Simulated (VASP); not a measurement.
# Ca2AlO (P4/mmm) in VASP: a series of runs

Ca2AlO is run at these levels: PBE; tasks: single point, relaxation of cell and atoms.

Program: VASP 6.6.1. These are calculated values, not measurements. Logs are shortened: lines on timing, memory, paths and dates and some standing lists are left out, and cuts for length are marked.

**1. The cell of the first run**

The structure is tetragonal, space group P4/mmm (No. 123). Conventional cell: a = 4.510 Å, b = 4.510 Å, c = 3.731 Å, α = 90.00°, β = 90.00°, γ = 90.00°. Ca (site symmetry mmm) has 2 Al at 2.25 Å and 2 O at 2.25 Å within 3.0 Å. Al (site symmetry 4/mmm) has 4 Ca at 2.25 Å within 3.0 Å. O (site symmetry 4/mmm) has 4 Ca at 2.25 Å within 3.0 Å.

**2. Single point, PBE**

Input file INCAR:

```
ALGO = Normal ; EDIFF = 1E-7
ENCUT = 520 ; GGA = PE
ISIF = 2 ; ISMEAR = 0
LASPH = T ; LCHARG = F
LREAL = F ; LWAVE = F
NBANDS = 22 ; NELM = 60
PREC = Accurate ; SIGMA = 0.1
```

Input file KPOINTS:

```
k-points
0
Gamma
  4 4 6
```

Input file POSCAR:

```
Ca2AlO
1.0
    4.5095878700      0.0000000000      0.0000000000
    0.0000000000      4.5095878700      0.0000000000
    0.0000000000      0.0000000000      3.7307200500
Ca Al O
2 1 1
Direct
    0.0000000000      0.5000000000      0.0000000000
    0.5000000000      0.0000000000      0.0000000000
    0.5000000000      0.5000000000      0.0000000000
    0.0000000000      0.0000000000      0.0000000000
```

Potentials or basis: VASP PAW PBE potentials, release 64 (Ca_sv, Al, O).

Run with:

```
> cat potpaw_PBE.64/Ca_sv/POTCAR potpaw_PBE.64/Al/POTCAR potpaw_PBE.64/O/POTCAR > POTCAR
> mpirun -np 1 vasp_std > vasp.out
```

OUTCAR:

```text
EDIFF = 1E-7
   ENCUT = 520
   GGA = PE
   ISIF = 2
   ISMEAR = 0
   LASPH = T
   LREAL = F
   NELM = 60
   PREC = Accurate

 ion  position               nearest neighbor table
   1  0.000  0.500  0.000-   3 2.25   4 2.25   4 2.25   3 2.25
   2  0.500  0.000  0.000-   3 2.25   4 2.25   3 2.25   4 2.25
   3  0.500  0.500  0.000-   1 2.25   2 2.25   2 2.25   1 2.25
   4  0.000  0.000  0.000-   1 2.25   2 2.25   1 2.25   2 2.25

  LATTYP: Found a simple tetragonal cell.
 ALAT       =     4.5095878700
 C/A-ratio  =     0.8272862527

  Lattice vectors:

 A1 = (   4.5095878700,   0.0000000000,   0.0000000000)
 A2 = (   0.0000000000,   4.5095878700,   0.0000000000)
 A3 = (   0.0000000000,   0.0000000000,   3.7307200500)

Analysis of symmetry for initial positions (statically):
=====================================================================
 Subroutine PRICEL returns:
 Original cell was already a primitive cell.

 Routine SETGRP: Setting up the symmetry group for a
 simple tetragonal supercell.

 Subroutine GETGRP returns: Found 16 space group operations
 (whereof 16 operations were pure point group operations)
 out of a pool of 16 trial point group operations.

The static configuration has the point symmetry D_4h.

Analysis of symmetry for dynamics (positions and initial velocities):
=====================================================================
 Subroutine PRICEL returns:
 Original cell was already a primitive cell.

 Routine SETGRP: Setting up the symmetry group for a
 simple tetragonal supercell.

 Subroutine GETGRP returns: Found 16 space group operations
 (whereof 16 operations were pure point group operations)
 out of a pool of 16 trial point group operations.

The dynamic configuration has the point symmetry D_4h.

 Subroutine INISYM returns: Found 16 space group operations
 (whereof 16 operations are pure point group operations),
 and found     1 'primitive' translations

----------------------------------------------------------------------------------------

                                     Primitive cell

  volume of cell :      75.8694

  direct lattice vectors                    reciprocal lattice vectors
[... 84 lines left out ...]
   ISPIN  =      1    spin polarized calculation?
   LNONCOLLINEAR =      F non collinear calculations
   LSORBIT =      F    spin-orbit coupling
   LASPH  =      T    aspherical Exc in radial PAW
   ENCUT  =  520.0 eV  38.22 Ry    6.18 a.u.   8.38  8.38  6.94*2*pi/ulx,y,z
   NELM   =     60;   NELMIN=  2; NELMDL= -5     # of ELM steps
   EDIFF  = 0.1E-06   stopping-criterion for ELM
   LREAL  =      F    real-space projection
   EDIFFG = 0.1E-05   stopping-criterion for IOM
   NSW    =      0    number of steps for IOM
   IBRION =     -1    ionic relax: 0-MD 1-quasi-New 2-CG
   NFREE  =      0    steps in history (QN), initial steepest desc. (CG)
   ISIF   =      2    stress and relaxation
   ISYM   =      2    0-nonsym 1-usesym 2-fastsym
   POTIM  = 0.5000    time-step for ionic-motion
   TEBEG  =    0.0;   TEEND  =   0.0 temperature during run
   PSTRESS=    0.0 pullay stress
   NELECT =      29.0000    total number of electrons
   NUPDOWN=      -1.0000    fix difference up-down
   EMIN   =  10.00;   EMAX   =-10.00  energy-range for DOS
   EFERMI =   0.00;   METHOD = LEGACY
   ISMEAR =     0;   SIGMA  =   0.10  broadening in eV -4-tet -1-fermi 0-gaus
   EFERMI_NEDOS =   21; number of points for ismear=-14 and -15
   IALGO  =     38    algorithm
   IMIX   =      4    mixing-type and parameters
     AMIX     =   0.40;   BMIX     =  1.00
     AMIX_MAG =   1.60;   BMIX_MAG =  1.00
  volume/ion in A,a.u.               =      18.97       128.00
  Fermi-wavevector in a.u.,A,eV,Ry     =   1.188097  2.245179 19.205649  1.411575
  Thomas-Fermi vector in A             =   2.324234
   LORBIT       =      0    0 simple, 1 ext, 2 COOP (PROOUT), +10 PAW based schemes
   GGA     = PE    functional components
   LHFCALC =     F    Hartree Fock is set to
   AEXX    =    0.0000 exact exchange contribution
   IVDW    =     0    specifies the selected vdW correction
   LEPSILON=     F    determine dielectric tensor
   LRPA    =     F    only Hartree local field effects (RPA)
 non-spin polarized calculation
 Gauss-broadening in eV      SIGMA  =   0.10
  energy-cutoff  :      520.00
  volume of cell :       75.87
 maximum number of plane-waves:      2078
 NGX is ok and might be reduce to    36
   NGX = 17   NGY = 17   NGZ = 13

 number of electron      28.9999990 magnetization

 Free energy of the ion-electron system (eV)
  ---------------------------------------------------
  ext. energy  EPLUGINS =         0.00000000
  ---------------------------------------------------
  free energy    TOTEN  =        -9.26152025 eV

  energy without entropy =       -9.25340117  energy(sigma->0) =       -9.25746071

 E-fermi :   4.4227     XC(G=0):  -9.3513

 val. band max:        4.3367166365   @ k =   0.2500   0.2500   0.0000
 cond. band min:       4.4322370037   @ k =   0.2500   0.0000   0.0000
 fundamental gap:      0.0955203672
 Fermi energy:         4.4227179155

 k-point     1 :       0.0000    0.0000    0.0000
  band No.  band energies     occupation
      1     -35.9775      2.00000
      2     -35.8263      2.00000
      3     -17.7652      2.00000
      4     -17.7652      2.00000
      5     -17.0162      2.00000
      6     -16.8772      2.00000
[... 589 lines left out ...]
     21      10.0978      0.00000
     22      10.1139      0.00000

------------------------ aborting loop because EDIFF is reached ----------------------------------------

  FORCE on cell =-STRESS in cart. coord.  units (eV):
  Direction    XX          YY          ZZ          XY          YZ          ZX
  --------------------------------------------------------------------------------------
  -------------------------------------------------------------------------------------
  Total       23.7998512     23.7998512      0.0540636      0.0000000     -0.0000000      0.0000000
  in kB      502.5953371    502.5953371      1.1416916      0.0000000     -0.0000000      0.0000000
  external PRESSURE =     335.4441219 kB  Pullay stress =       0.0000000 kB

 VOLUME and BASIS-vectors are now :
 -----------------------------------------------------------------------------
  energy-cutoff  :      520.00
  volume of cell :       75.87
      direct lattice vectors                 reciprocal lattice vectors
     4.509587870  0.000000000  0.000000000     0.221749754  0.000000000  0.000000000
     0.000000000  4.509587870  0.000000000     0.000000000  0.221749754  0.000000000
     0.000000000  0.000000000  3.730720050     0.000000000  0.000000000  0.268044771

 POSITION                                       TOTAL-FORCE (eV/Angst)
 -----------------------------------------------------------------------------------
      0.00000      2.25479      0.00000         0.000000      0.000000      0.000000
      2.25479      0.00000      0.00000         0.000000      0.000000      0.000000
      2.25479      2.25479      0.00000         0.000000      0.000000      0.000000
      0.00000      0.00000      0.00000         0.000000      0.000000      0.000000
 -----------------------------------------------------------------------------------
    total drift:                                0.000000     -0.000000     -0.000000

  FREE ENERGIE OF THE ION-ELECTRON SYSTEM (eV)
  ---------------------------------------------------
  free  energy   TOTEN  =        -9.2615202456 eV

  energy  without entropy=       -9.2534011716  energy(sigma->0) =       -9.25746071
```

OSZICAR:

```text
N       E                     dE             d eps       ncg     rms          rms(c)
DAV:   1     0.259314078253E+03    0.25931E+03   -0.13823E+04  1056   0.123E+03
DAV:   2     0.797006437118E+01   -0.25134E+03   -0.24159E+03  1194   0.357E+02
DAV:   3    -0.113035760784E+02   -0.19274E+02   -0.18952E+02  1780   0.797E+01
DAV:   4    -0.125406345533E+02   -0.12371E+01   -0.12243E+01  1544   0.172E+01
DAV:   5    -0.125687337069E+02   -0.28099E-01   -0.28092E-01  1544   0.229E+00    0.958E+00
DAV:   6    -0.965083556228E+01    0.29179E+01   -0.14498E+01  1452   0.195E+01    0.506E+00
DAV:   7    -0.934885277059E+01    0.30198E+00   -0.18379E+00  1306   0.832E+00    0.214E+00
DAV:   8    -0.925623720269E+01    0.92616E-01   -0.25763E-01  1326   0.316E+00    0.519E-01
DAV:   9    -0.926010468275E+01   -0.38675E-02   -0.25020E-02  1540   0.843E-01    0.213E-01
DAV:  10    -0.926083822410E+01   -0.73354E-03   -0.11167E-03  1490   0.199E-01    0.129E-01
DAV:  11    -0.926153404820E+01   -0.69582E-03   -0.10481E-03  1208   0.186E-01    0.305E-02
DAV:  12    -0.926152626086E+01    0.77873E-05   -0.24115E-04  1640   0.897E-02    0.221E-02
DAV:  13    -0.926152016763E+01    0.60932E-05   -0.45580E-05  1342   0.396E-02    0.355E-03
DAV:  14    -0.926152039044E+01   -0.22281E-06   -0.28227E-06  1310   0.113E-02    0.165E-03
DAV:  15    -0.926152019289E+01    0.19755E-06   -0.23284E-07  1188   0.297E-03    0.584E-04
DAV:  16    -0.926152024563E+01   -0.52739E-07   -0.70850E-08   830   0.146E-03
   1 F= -.92615202E+01 E0= -.92574607E+01  d E =-.811907E-02
```

Wall time 36 s (1 thread of Intel Xeon Platinum 8375C at 2.90GHz (Ice Lake), shared host); peak memory 0.2 GiB.

Results:

* Free energy: -9.2615 eV
* Pressure: 33.5 GPa

Levels at points of the mesh, in eV from the Fermi level:
| k point | band 10 | band 11 | band 12 | band 13 | band 14 | band 15 | band 16 | band 17 | band 18 | band 19 |
| --- | --- | --- | --- | --- | --- | --- | --- | --- | --- | --- |
| (0.00, 0.00, 0.00) | -6.51 | -2.62 | -2.62 | -2.26 | -0.20 | 0.16 | 2.60 | 2.60 | 2.68 | 2.69 |
| (0.50, 0.00, 0.00) | -5.47 | -3.67 | -2.91 | -2.49 | -1.40 | 0.53 | 1.18 | 1.33 | 1.34 | 3.13 |
| (0.50, 0.50, 0.00) | -4.49 | -4.49 | -3.77 | -2.71 | -1.33 | -1.33 | 0.32 | 1.54 | 1.54 | 3.80 |
| (0.00, 0.00, 0.50) | -5.31 | -3.57 | -2.48 | -2.48 | -1.23 | 0.42 | 0.62 | 0.62 | 4.14 | 4.16 |
| (0.50, 0.00, 0.50) | -4.33 | -3.52 | -3.33 | -2.78 | -2.50 | -0.27 | 1.27 | 1.32 | 2.51 | 3.12 |
| (0.50, 0.50, 0.50) | -4.25 | -4.25 | -3.72 | -2.93 | -1.91 | -0.74 | -0.74 | 2.45 | 2.45 | 3.77 |

Caveat: an odd number of electrons without spin polarisation forces a metal; a magnetic or distorted state may lie lower.

**3. Single point, PBE**

This run uses another cell than the first one, of 26.77 Å³/atom, 1.412 times its volume.

Input file INCAR:

```
SYSTEM = Ca2AlO
  PREC = Accurate
  ENCUT = 520
  EDIFF = 1E-6
  ISMEAR = 0
  SIGMA = 0.1
  LREAL = .FALSE.
  LASPH = .TRUE.
  NELM = 60
  ALGO = Normal
  ISIF = 2
  LWAVE = .FALSE.
  LCHARG = .FALSE.
  GGA = PE
  NBANDS = 22
```

Input file KPOINTS:

```
regular mesh
0
G
  4 4 6
  0 0 0
```

Input file POSCAR:

```
Ca2AlO
1.0
    5.4280270476      0.0000000000      0.0000000000
    0.0000000000      5.4280270476      0.0000000000
    0.0000000000      0.0000000000      3.6347923883
Ca Al O
2 1 1
Direct
    0.0000000000      0.5000000000      0.0000000000
    0.5000000000      0.0000000000      0.0000000000
    0.5000000000      0.5000000000      0.0000000000
    0.0000000000      0.0000000000      0.0000000000
```

Potentials or basis: VASP PAW PBE potentials, release 64 (Ca_sv, Al, O).

Run with:

```
> cat potpaw_PBE.64/Ca_sv/POTCAR potpaw_PBE.64/Al/POTCAR potpaw_PBE.64/O/POTCAR > POTCAR
> mpirun -np 1 vasp_std > vasp.out
```

Run time: 48 s. Hardware: 1 thread of Intel Xeon Platinum 8375C at 2.90GHz (Ice Lake), shared host; peak memory 0.22 GiB.

The run converged. Its results:

```yaml
Free_energy: -13.3886 eV
Pressure: 0.1 GPa
```

Stress tensor (GPa, compression positive):
```
 0.14  0.00  0.00
 0.00  0.14  0.00
 0.00  0.00 -0.04
```

Levels at points of the mesh, in eV from the Fermi level:
| k point | band 11 | band 12 | band 13 | band 14 | band 15 | band 16 | band 17 | band 18 | band 19 | band 20 |
| --- | --- | --- | --- | --- | --- | --- | --- | --- | --- | --- |
| (0.00, 0.00, 0.00) | -1.56 | -1.56 | -0.23 | 0.69 | 0.83 | 0.83 | 1.43 | 1.50 | 3.48 | 3.73 |
| (0.50, 0.00, 0.00) | -1.71 | -1.68 | -1.52 | -0.29 | -0.08 | 1.35 | 1.60 | 2.99 | 3.02 | 3.87 |
| (0.50, 0.50, 0.00) | -2.68 | -2.68 | -0.75 | -0.75 | -0.34 | 1.63 | 1.63 | 2.41 | 3.02 | 4.58 |
| (0.00, 0.00, 0.50) | -1.92 | -1.20 | -1.20 | -0.54 | 1.16 | 1.16 | 2.00 | 2.20 | 2.20 | 3.55 |
| (0.50, 0.00, 0.50) | -1.60 | -1.47 | -1.45 | -1.24 | -0.20 | 1.16 | 1.52 | 2.32 | 2.87 | 3.54 |
| (0.50, 0.50, 0.50) | -1.95 | -1.95 | -1.77 | -1.51 | -0.05 | -0.05 | 2.22 | 2.22 | 3.10 | 3.38 |

Caveat: an odd number of electrons without spin polarisation forces a metal; a magnetic or distorted state may lie lower.

**4. Relaxation of cell and atoms, PBE**

Input file INCAR:

```
PREC = Accurate
ENCUT = 600
EDIFF = 1E-7
ISMEAR = 0
SIGMA = 0.1
LREAL = False
LASPH = True
NELM = 100
ALGO = Normal
ISIF = 3
LWAVE = False
LCHARG = False
GGA = PE
IBRION = 2
NSW = 90
EDIFFG = -0.04
```

Input file KPOINTS:

```
Automatic mesh
0
Gamma
  4 4 6
```

Input file POSCAR:

```
Ca2AlO
1.0
    4.5095878700      0.0000000000      0.0000000000
    0.0000000000      4.5095878700      0.0000000000
    0.0000000000      0.0000000000      3.7307200500
Ca Al O
2 1 1
Direct
    0.0000000000      0.5000000000      0.0000000000
    0.5000000000      0.0000000000      0.0000000000
    0.5000000000      0.5000000000      0.0000000000
    0.0000000000      0.0000000000      0.0000000000
```

Potentials or basis: VASP PAW PBE potentials, release 64 (Ca_sv, Al, O).

Run with:

```
> cat potpaw_PBE.64/Ca_sv/POTCAR potpaw_PBE.64/Al/POTCAR potpaw_PBE.64/O/POTCAR > POTCAR
> mpirun -np 1 vasp_std > vasp.out
```

OUTCAR:

```text
PREC = Accurate
   ENCUT = 600
   EDIFF = 1E-7
   ISMEAR = 0
   LREAL = False
   LASPH = True
   NELM = 100
   ISIF = 3
   GGA = PE
   IBRION = 2
   NSW = 90
   EDIFFG = -0.04

 ion  position               nearest neighbor table
   1  0.000  0.500  0.000-   3 2.25   4 2.25   4 2.25   3 2.25
   2  0.500  0.000  0.000-   3 2.25   4 2.25   3 2.25   4 2.25
   3  0.500  0.500  0.000-   1 2.25   2 2.25   2 2.25   1 2.25
   4  0.000  0.000  0.000-   1 2.25   2 2.25   1 2.25   2 2.25

  LATTYP: Found a simple tetragonal cell.
 ALAT       =     4.5095878700
 C/A-ratio  =     0.8272862527

  Lattice vectors:

 A1 = (   4.5095878700,   0.0000000000,   0.0000000000)
 A2 = (   0.0000000000,   4.5095878700,   0.0000000000)
 A3 = (   0.0000000000,   0.0000000000,   3.7307200500)

Analysis of symmetry for initial positions (statically):
=====================================================================
 Subroutine PRICEL returns:
 Original cell was already a primitive cell.

 Routine SETGRP: Setting up the symmetry group for a
 simple tetragonal supercell.

 Subroutine GETGRP returns: Found 16 space group operations
 (whereof 16 operations were pure point group operations)
 out of a pool of 16 trial point group operations.

The static configuration has the point symmetry D_4h.
[... 145 lines left out ...]
   LEPSILON=     F    determine dielectric tensor
   LRPA    =     F    only Hartree local field effects (RPA)
 conjugate gradient relaxation of ions
 non-spin polarized calculation
 Gauss-broadening in eV      SIGMA  =   0.10
  energy-cutoff  :      600.00
  volume of cell :       75.87
 maximum number of plane-waves:      2560
   NGX = 19   NGY = 19   NGZ = 15

--------------------------------------- Ionic step        1  -------------------------------------------

 number of electron      28.9999996 magnetization

 Free energy of the ion-electron system (eV)
  ---------------------------------------------------
  ext. energy  EPLUGINS =         0.00000000
  ---------------------------------------------------
  free energy    TOTEN  =        -9.26491461 eV

  energy without entropy =       -9.25679615  energy(sigma->0) =       -9.26085538

 E-fermi :   4.4226     XC(G=0):  -9.3511

 val. band max:        4.3365432895   @ k =   0.2500   0.2500   0.0000
 cond. band min:       4.4323597400   @ k =   0.2500   0.0000   0.0000
 fundamental gap:      0.0958164505
 Fermi energy:         4.4226377047

 k-point     1 :       0.0000    0.0000    0.0000
  band No.  band energies     occupation
      1     -35.9776      2.00000
      2     -35.8264      2.00000
      3     -17.7657      2.00000
      4     -17.7657      2.00000
      5     -17.0167      2.00000
      6     -16.8776      2.00000
[... 758 lines left out ...]
--------------------------------------- Ionic step        8  -------------------------------------------

 number of electron      28.9999981 magnetization

 Free energy of the ion-electron system (eV)
  ---------------------------------------------------
  ext. energy  EPLUGINS =         0.00000000
  ---------------------------------------------------
  free energy    TOTEN  =       -13.36035428 eV

  energy without entropy =      -13.35376972  energy(sigma->0) =      -13.35706200

 E-fermi :   2.0284     XC(G=0):  -8.2573

 val. band max:        2.0269752155   @ k =   0.0000   0.0000   0.3333
 cond. band min:       2.1111001289   @ k =   0.5000   0.0000   0.1667
 fundamental gap:      0.0841249135
 Fermi energy:         2.0283900823

 k-point     1 :       0.0000    0.0000    0.0000
  band No.  band energies     occupation
      1     -38.9107      2.00000
      2     -38.8968      2.00000
      3     -20.0650      2.00000
      4     -20.0650      2.00000
      5     -20.0155      2.00000
      6     -19.9997      2.00000
[... 524 lines left out ...]
  FREE ENERGIE OF THE ION-ELECTRON SYSTEM (eV)
  ---------------------------------------------------
  free  energy   TOTEN  =       -13.3603542780 eV

  energy  without entropy=      -13.3537697199  energy(sigma->0) =      -13.35706200

 reached required accuracy - stopping structural energy minimisation
```

Wall time 3.3 min (1 thread of Intel Xeon Platinum 8375C at 2.90GHz (Ice Lake), shared host); peak memory 0.22 GiB.

What came out:

```yaml
Free_energy: -13.3604 eV
Relaxed_volume: 26.50 Å³/atom
Relaxed_cell: a = 5.410 Å, b = 5.410 Å, c = 3.621 Å, α = 90.00°, β = 90.00°, γ = 90.00°
Space_group_after_relaxing_to_0.05_Å: P4/mmm (No. 123)
Energy_gained_by_relaxing: 1023.9 meV/atom
Ionic_steps: 8
Pressure_after_relaxing: 0.1 GPa
```

The path:
| step | energy change (eV) | largest force (eV/Å) | pressure (GPa) | volume (Å³) |
| --- | --- | --- | --- | --- |
| 1 | 0.0000 | 0.0000 | 33.51 | 75.87 |
| 2 | -3.6839 | 0.0000 | -4.99 | 125.70 |
| 3 | -4.0860 | 0.0000 | 0.00 | 109.09 |
| 4 | -4.0869 | 0.0000 | -0.34 | 109.89 |
| 5 | -4.0903 | 0.0000 | -0.30 | 109.19 |
| 6 | -4.0951 | 0.0000 | -0.21 | 107.30 |
| 7 | -4.0953 | 0.0000 | -0.18 | 106.86 |
| 8 | -4.0954 | 0.0000 | 0.14 | 105.99 |

Final structure:
```
CELL_PARAMETERS angstrom
5.41010 0.00000 0.00000
0.00000 5.41010 0.00000
0.00000 0.00000 3.62126
ATOMIC_POSITIONS crystal
Ca 0.00000 0.50000 0.00000
Ca 0.50000 0.00000 0.00000
Al 0.50000 0.50000 0.00000
O 0.00000 0.00000 0.00000
```

Levels at points of the mesh, in eV from the Fermi level:
```
           k point  band 11  band 12  band 13  band 14  band 15  band 16  band 17  band 18
(0.00, 0.00, 0.00)    -1.57    -1.57    -0.24     0.69     0.85     0.85     1.42     1.51
(0.50, 0.00, 0.00)    -1.73    -1.68    -1.54    -0.30    -0.08     1.35     1.60     3.01
(0.50, 0.50, 0.00)    -2.70    -2.70    -0.77    -0.77    -0.36     1.63     1.63     2.42
(0.00, 0.00, 0.50)    -1.94    -1.21    -1.21    -0.56     1.14     1.14     2.00     2.24
(0.50, 0.00, 0.50)    -1.62    -1.50    -1.47    -1.26    -0.19     1.18     1.51     2.33
(0.50, 0.50, 0.50)    -1.97    -1.97    -1.80    -1.54    -0.05    -0.05     2.23     2.23
```

Caveat: the volume moved by over 15 % at a fixed basis, so the end points are rough; an odd number of electrons without spin polarisation forces a metal; a magnetic or distorted state may lie lower.

(Continued in part 2 of 2.)
